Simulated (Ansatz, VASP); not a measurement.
# PtSe2 in VASP and in Ansatz

```
CELL_PARAMETERS angstrom
1.84570 1.06562 5.76071
-1.84570 1.06562 5.76071
0.00000 -2.13123 5.76071
ATOMIC_POSITIONS crystal
Pt 0.00000 0.00000 0.00000
Se 0.25678 0.25678 0.25678
Se 0.74322 0.74322 0.74322
```

Alike in both runs: task single point; functional PBE-based screened hybrid; k mesh 4 × 4 × 4; no spin polarisation.

|  | VASP | Ansatz |
| --- | --- | --- |
| version | VASP 6.6.1 | Ansatz 0.2.0 |
| potentials or method | VASP PAW PBE potentials, release 64 (Pt, Se) | plane waves |
| plane-wave cutoff (eV) | 400 | 420 |
| occupations | gaussian, width 0.01 eV | fixed |
| valence electrons in the cell | 22 | 50 |

```tsv
	VASP	Ansatz	Ansatz less VASP
gap on the k mesh at the Fermi level (eV)	1.28	1.28	-0.001
pressure (GPa)	-4.7	-4.2	+0.47
traceless stress, the component that is largest in VASP (GPa)	1.22	1.07	-0.146
rms of the force components (eV/Å)	0.367	0.349	-0.0177
```

VASP's potentials were made for PBE, not for PBE-based screened hybrid. Atom by atom the forces differ by 0.018 eV/Å (rms over components). VASP's potentials hold 22 valence electrons a cell and Ansatz's 50, so a difference there can come from the potentials and not from the codes. Ansatz's warnings: stress exchange threshold loose, stress scf threshold loose.

The k mesh is coarse, so the values compare programs but aren't converged. Neither program's run includes spin-orbit coupling.
